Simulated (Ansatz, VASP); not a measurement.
**Ge in VASP and in Ansatz**

```
Ge
1.0
     3.70358   -1.74654    0.00000
     3.70358    1.74654    0.00000
    -1.85213    0.00000    3.27348
Ge
2
Cartesian
  1.0889 0.0000 0.6440
  4.4662 0.0000 2.6295
```

Change from the starting cell: the structure that the rattled cell fell into.

Alike in both runs: task single point; functional PBE; k mesh 6 × 6 × 6; occupations gaussian, width 0.1 eV; no spin polarisation.

|  | VASP | Ansatz |
| --- | --- | --- |
| version | VASP 6.6.1 | Ansatz 0.2.0 |
| potentials or method | VASP PAW PBE potentials, release 64 (Ge_d), cutoff 520 eV | scalar-relativistic, plane waves, PAW |
| valence electrons in the cell | 28 | 28 |

|  | VASP | Ansatz | Ansatz less VASP |
| --- | --- | --- | --- |
| gap on the k mesh at the Fermi level (eV) | none | none | - |
| pressure (GPa) | 0.2 | 0.3 | +0.14 |
| traceless stress, the component that is largest in VASP (GPa) | -0.43 | -0.41 | +0.015 |
| rms of the force components (eV/Å) | 0.062 | 0.062 | -0.0002 |

Atom by atom the forces differ by 0.000 eV/Å (rms over components). A gap of «none» marks a metal or a gap that the smearing closes. The functional is the same, so the differences come from potentials, cutoffs and numerics.
